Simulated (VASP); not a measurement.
# MnO2 (P-3m1) in VASP: further runs

MnO2 is run at these levels: PBEsol; tasks: single point.

All numbers are computed with VASP 6.6.1; they aren't measurements. Logs are shortened: lines on timing, memory, paths and dates and some standing lists are left out, and cuts for length are marked.

### Step 1. The cell of the first run

Symmetry: P-3m1, No. 164, trigonal system. The conventional cell has a = 2.894 Å, b = 2.894 Å, c = 4.662 Å, α = 90.00°, β = 90.00°, γ = 120.00°. Within 2.6 Å of Mn (site symmetry -3m) lie 6 O at 1.93 Å. O (site symmetry 3m) has 3 Mn at 1.93 Å and 3 O at 2.55 Å within 2.6 Å.

### Step 2. Single point, PBEsol, collinear spin, ferromagnetic start (11.27 Å³/atom)

The input, INCAR:

```
SYSTEM = MnO2
PREC = Accurate
ENCUT = 520
EDIFF = 1E-6
ISMEAR = -1
SIGMA = 0.05
LREAL = .FALSE.
LASPH = .TRUE.
NELM = 150
ALGO = Normal
ISIF = 2
LWAVE = .FALSE.
LCHARG = .FALSE.
ISPIN = 2
MAGMOM = 4 0 0
LORBIT = 11
LMAXMIX = 4
GGA = PS
NBANDS = 24
```

The input, KPOINTS:

```
regular mesh
0
G
  11 11 6
  0 0 0
```

The input, POSCAR:

```
MnO2
1.0
    2.8941690462      0.0000000000      0.0000000000
   -1.4470845231      2.5064239170      0.0000000000
    0.0000000000      0.0000000000      4.6619253983
Mn O
1 2
Direct
    0.0000000000      0.0000000000      0.5000000000
    0.3333333333      0.6666666667      0.7062925700
    0.6666666667      0.3333333333      0.2937074300
```

Potentials or basis: VASP PAW PBE potentials, release 64 (Mn_pv, O).

Run with:

```
cat potpaw_PBE.64/Mn_pv/POTCAR potpaw_PBE.64/O/POTCAR > POTCAR
mpirun -np 1 vasp_std > vasp.out
```

OUTCAR:

```text
SYSTEM = MnO2
   PREC = Accurate
   ENCUT = 520
   EDIFF = 1E-6
   ISMEAR = -1
   LREAL = .FALSE.
   LASPH = .TRUE.
   NELM = 150
   ISIF = 2
   ISPIN = 2
   LORBIT = 11
   GGA = PS

 ion  position               nearest neighbor table
   1  0.000  0.000  0.500-   2 1.93   3 1.93   3 1.93   2 1.93   3 1.93   2 1.93
   2  0.333  0.667  0.706-   1 1.93   1 1.93   1 1.93
   3  0.667  0.333  0.294-   1 1.93   1 1.93   1 1.93

  LATTYP: Found a hexagonal cell.
 ALAT       =     2.8941690462
 C/A-ratio  =     1.6107992739

  Lattice vectors:

 A1 = (   2.8941690462,   0.0000000000,   0.0000000000)
 A2 = (  -1.4470845231,   2.5064239170,   0.0000000000)
 A3 = (   0.0000000000,   0.0000000000,   4.6619253983)

Analysis of symmetry for initial positions (statically):
=====================================================================
 Subroutine PRICEL returns:
 Original cell was already a primitive cell.

 Routine SETGRP: Setting up the symmetry group for a
 hexagonal supercell.

 Subroutine GETGRP returns: Found 12 space group operations
 (whereof 12 operations were pure point group operations)
 out of a pool of 24 trial point group operations.

The static configuration has the point symmetry D_3d.

Analysis of symmetry for dynamics (positions and initial velocities):
=====================================================================
 Subroutine PRICEL returns:
 Original cell was already a primitive cell.

 Routine SETGRP: Setting up the symmetry group for a
 hexagonal supercell.

 Subroutine GETGRP returns: Found 12 space group operations
 (whereof 12 operations were pure point group operations)
 out of a pool of 24 trial point group operations.

The dynamic configuration has the point symmetry D_3d.

Analysis of structural, dynamic, and magnetic symmetry:
=====================================================================
 Subroutine PRICEL returns:
 Original cell was already a primitive cell.

 Routine SETGRP: Setting up the symmetry group for a
 hexagonal supercell.

 Subroutine GETGRP returns: Found 12 space group operations
 (whereof 12 operations were pure point group operations)
 out of a pool of 24 trial point group operations.

The overall configuration has the point symmetry D_3d.

 Subroutine INISYM returns: Found 12 space group operations
 (whereof 12 operations are pure point group operations),
 and found     1 'primitive' translations

----------------------------------------------------------------------------------------

                                     Primitive cell

  volume of cell :      33.8177

  direct lattice vectors                    reciprocal lattice vectors
     2.894169046  0.000000000  0.000000000     0.345522319  0.199487404  0.000000000
    -1.447084523  2.506423917  0.000000000     0.000000000  0.398974808  0.000000000
     0.000000000  0.000000000  4.661925398     0.000000000  0.000000000  0.214503647

  length of vectors
     2.894169046  2.894169046  4.661925398     0.398974808  0.398974808  0.214503647

  position of ions in fractional coordinates (direct lattice)
     0.000000000  0.000000000  0.500000000
     0.333333333  0.666666667  0.706292570
     0.666666667  0.333333333  0.293707430

  ion indices of the primitive-cell ions
   primitive index   ion index
                 1           1
                 2           2
                 3           3

----------------------------------------------------------------------------------------

 KPOINTS: regular mesh

Automatic generation of k-mesh.
 Grid dimensions read from file:
 generate k-points for:   11   11    6

 Generating k-lattice:

  Cartesian coordinates                     Fractional coordinates (reciprocal lattice)
     0.031411120  0.018135219  0.000000000     0.090909091  0.000000000  0.000000000
     0.000000000  0.036270437  0.000000000     0.000000000  0.090909091  0.000000000
     0.000000000  0.000000000  0.035750608     0.000000000  0.000000000  0.166666667

  Length of vectors
     0.036270437  0.036270437  0.035750608

  Shift w.r.t. Gamma in fractional coordinates (k-lattice)
     0.000000000  0.000000000  0.000000000

 Subroutine IBZKPT returns following result:
 ===========================================

 Found     84 irreducible k-points:

 Following reciprocal coordinates:
            Coordinates               Weight
  0.000000  0.000000  0.000000      1.000000
  0.090909 -0.000000  0.000000      6.000000
  0.181818 -0.000000  0.000000      6.000000
  0.272727 -0.000000  0.000000      6.000000
  0.363636 -0.000000  0.000000      6.000000
  0.454545 -0.000000  0.000000      6.000000
[... 16 lines left out ...]
  0.000000  0.272727  0.166667      6.000000
  0.363636 -0.000000  0.166667      6.000000
 [... further k-points ...]
   k-points           NKPTS =     84   k-points in BZ     NKDIM =     84   number of bands    NBANDS=     24
   number of dos      NEDOS =    301   number of ions     NIONS =      3
   total plane-waves  NPLWV =  20736
   dimension x,y,z NGX =    24 NGY =   24 NGZ =   36
   dimension x,y,z NGXF=    48 NGYF=   48 NGZF=   72
   ions per type =               1   2
   NGX,Y,Z   is equivalent  to a cutoff of  13.79, 13.79, 12.84 a.u.
   NGXF,Y,Z  is equivalent  to a cutoff of  27.57, 27.57, 25.68 a.u.
 SYSTEM =  MnO2
   PREC   = accura    normal or accurate (medium, high low for compatibility)
   ISTART =      0    job   : 0-new  1-cont  2-samecut
   ICHARG =      2    charge: 1-file 2-atom 10-const
   ISPIN  =      2    spin polarized calculation?
   LNONCOLLINEAR =      F non collinear calculations
   LSORBIT =      F    spin-orbit coupling
   LASPH  =      T    aspherical Exc in radial PAW
   ENCUT  =  520.0 eV  38.22 Ry    6.18 a.u.   5.38  5.38  8.67*2*pi/ulx,y,z
   NELM   =    150;   NELMIN=  2; NELMDL= -5     # of ELM steps
   EDIFF  = 0.1E-05   stopping-criterion for ELM
   LREAL  =      F    real-space projection
   EDIFFG = 0.1E-04   stopping-criterion for IOM
   NSW    =      0    number of steps for IOM
   IBRION =     -1    ionic relax: 0-MD 1-quasi-New 2-CG
   NFREE  =      0    steps in history (QN), initial steepest desc. (CG)
   ISIF   =      2    stress and relaxation
   ISYM   =      2    0-nonsym 1-usesym 2-fastsym
   POTIM  = 0.5000    time-step for ionic-motion
   TEBEG  =    0.0;   TEEND  =   0.0 temperature during run
   PSTRESS=    0.0 pullay stress
   NELECT =      25.0000    total number of electrons
   NUPDOWN=      -1.0000    fix difference up-down
   EMIN   =  10.00;   EMAX   =-10.00  energy-range for DOS
   EFERMI =   0.00;   METHOD = LEGACY
   ISMEAR =    -1;   SIGMA  =   0.05  broadening in eV -4-tet -1-fermi 0-gaus
   EFERMI_NEDOS =   21; number of points for ismear=-14 and -15
   IALGO  =     38    algorithm
   IMIX   =      4    mixing-type and parameters
     AMIX     =   0.40;   BMIX     =  1.00
     AMIX_MAG =   1.60;   BMIX_MAG =  1.00
  volume/ion in A,a.u.               =      11.27        76.07
  Fermi-wavevector in a.u.,A,eV,Ry     =   1.480268  2.797300 29.812982  2.191192
  Thomas-Fermi vector in A             =   2.594323
   LORBIT       =     11    0 simple, 1 ext, 2 COOP (PROOUT), +10 PAW based schemes
   GGA     = PS    functional components
   LHFCALC =     F    Hartree Fock is set to
   AEXX    =    0.0000 exact exchange contribution
   IVDW    =     0    specifies the selected vdW correction
   LEPSILON=     F    determine dielectric tensor
   LRPA    =     F    only Hartree local field effects (RPA)
 spin polarized calculation
  energy-cutoff  :      520.00
  volume of cell :       33.82
 maximum number of plane-waves:       941
 NGX is ok and might be reduce to    24
   NGX = 11   NGY = 11   NGZ = 17

 number of electron      24.9999991 magnetization       2.9999804

 Free energy of the ion-electron system (eV)
  ---------------------------------------------------
  ext. energy  EPLUGINS =         0.00000000
  ---------------------------------------------------
  free energy    TOTEN  =       -25.01450797 eV

  energy without entropy =      -25.01450182  energy(sigma->0) =      -25.01450490

 E-fermi :   3.1441     XC(G=0): -10.8435

 val. band max:        2.7059156460   @ k =   0.0909  -0.0000   0.5000
 cond. band min:       3.5478108005   @ k =   0.0000   0.0000   0.5000
 fundamental gap:      0.8418951545
 Fermi energy:         3.1440847754

 spin component 1

 k-point     1 :       0.0000    0.0000    0.0000
  band No.  band energies     occupation
      1     -47.4172      1.00000
      2     -47.4172      1.00000
      3     -47.4062      1.00000
      4     -16.5499      1.00000
      5     -14.3393      1.00000
      6      -3.3365      1.00000
[... 16 lines left out ...]
     23      25.9257      0.00000
     24      26.0821      0.00000
[... 598 lines left out ...]
      2     -47.4436      1.00000
      3     -47.3873      1.00000
      4     -15.3212      1.00000
      5     -14.7041      1.00000
      6      -3.5014      1.00000
[... 16 lines left out ...]
     23      23.0171      0.00000
     24      25.5356      0.00000

 [... further k-points ...]

 spin component 2

 k-point     1 :       0.0000    0.0000    0.0000
  band No.  band energies     occupation
      1     -44.3425      1.00000
      2     -44.3425      1.00000
      3     -44.1750      1.00000
      4     -16.4130      1.00000
      5     -14.2539      1.00000
      6      -2.5126      1.00000
[... 16 lines left out ...]
     23      26.7846      0.00000
     24      26.8593      0.00000
[... 598 lines left out ...]
      2     -44.3731      1.00000
      3     -44.1510      1.00000
      4     -15.2019      1.00000
      5     -14.5947      1.00000
      6      -2.7630      1.00000
[... 16 lines left out ...]
     23      23.7639      0.00000
     24      25.6717      0.00000

 [... further k-points ...]

------------------------ aborting loop because EDIFF is reached ----------------------------------------

  FORCE on cell =-STRESS in cart. coord.  units (eV):
  Direction    XX          YY          ZZ          XY          YZ          ZX
  --------------------------------------------------------------------------------------
  -------------------------------------------------------------------------------------
  Total       -2.0901560     -2.0901560     -1.0810866      0.0000000      0.0000000      0.0000000
  in kB      -99.0251594    -99.0251594    -51.2185568      0.0000000      0.0000000      0.0000000
  external PRESSURE =     -83.0896252 kB  Pullay stress =       0.0000000 kB

 VOLUME and BASIS-vectors are now :
 -----------------------------------------------------------------------------
  energy-cutoff  :      520.00
  volume of cell :       33.82
      direct lattice vectors                 reciprocal lattice vectors
     2.894169046  0.000000000  0.000000000     0.345522319  0.199487404  0.000000000
    -1.447084523  2.506423917  0.000000000     0.000000000  0.398974808  0.000000000
     0.000000000  0.000000000  4.661925398     0.000000000  0.000000000  0.214503647

 POSITION                                       TOTAL-FORCE (eV/Angst)
 -----------------------------------------------------------------------------------
      0.00000      0.00000      2.33096         0.000000      0.000000      0.000000
     -0.00000      1.67095      3.29268        -0.000000     -0.000000     -0.609667
      1.44708      0.83547      1.36924         0.000000      0.000000      0.609667
 -----------------------------------------------------------------------------------
    total drift:                               -0.000000      0.000000      0.000000

  FREE ENERGIE OF THE ION-ELECTRON SYSTEM (eV)
  ---------------------------------------------------
  free  energy   TOTEN  =       -25.0145079737 eV

  energy  without entropy=      -25.0145018231  energy(sigma->0) =      -25.01450490

 total charge

# of ion       s       p       d       tot
------------------------------------------
    1        0.345   6.442   4.894  11.681
    2        1.577   3.375   0.000   4.952
    3        1.577   3.375   0.000   4.952
--------------------------------------------------
tot          3.499  13.191   4.894  21.584

 magnetization (x)

# of ion       s       p       d       tot
------------------------------------------
    1        0.030   0.039   2.806   2.875
    2        0.004   0.019   0.000   0.023
    3        0.004   0.019   0.000   0.023
--------------------------------------------------
tot          0.038   0.077   2.806   2.920
```

Run time: 1.8 min. Hardware: 1 thread of Intel Xeon Platinum 8259CL at 2.50GHz (Skylake/Cascade Lake), shared host; peak memory 0.23 GiB.

Results:

```yaml
Free_energy: -25.0145 eV
Pressure: -8.3 GPa
Largest_force: 0.610 eV/Å
Band_gap_on_the_k_mesh: 0.84 eV (least direct gap 0.91 eV)
Net_moment: 3.00 μB per cell
Site_moments: Mn +2.88; O +0.02 μB
Valence_electrons_inside_the_program's_atomic_spheres: Mn 11.68; O 4.95
```

Forces on the atoms (eV/Å):
```
Mn   0.000  0.000  0.000
O    0.000  0.000 -0.610
O    0.000  0.000  0.610
```

Stress tensor (GPa, compression positive):
```
-9.90  0.00  0.00
 0.00 -9.90  0.00
 0.00  0.00 -5.12
```

Caveat: the cell stands under tension; the PAW data sets were made with another functional, which shifts forces and pressure a little; a cell with one magnetic atom can't hold antiferromagnetic order, which such compounds often take.

(Continued in part 2 of 2.)
